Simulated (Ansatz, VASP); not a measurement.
**GaN: VASP beside Ansatz**

```
Ga N
1.0
    -0.01844    2.24895    2.24895
     2.24895   -0.01844    2.24895
     2.23051    2.23051    0.00000
Ga N
1 1
Cartesian
  0.0000 0.0000 -0.0053
  1.1153 1.1153 1.1298
```

Change from the starting cell: shear_xy strain -1.6%.

Alike in both runs: task single point; functional r2SCAN; k mesh 10 × 10 × 10; no spin polarisation.

```csv
,VASP,Ansatz
version,VASP 6.6.1,Ansatz 0.2.0
potentials or method,"VASP PAW PBE potentials, release 64 (Ga_d, N_h)","plane waves, PAW"
plane-wave cutoff (eV),910,500
occupations,"gaussian, width 0.01 eV",fixed
valence electrons in the cell,18,18
```

```tsv
	VASP	Ansatz	Ansatz less VASP
gap on the k mesh at the Fermi level (eV)	2.10	2.11	+0.010
rms of the force components (eV/Å)	0.003	0.001	-0.0025
```

VASP's potentials were made for PBE, not for r2SCAN. Atom by atom the forces differ by 0.002 eV/Å (rms over components).

Noted on VASP's run: the cutoff is short for stress, so the pressure is rough.
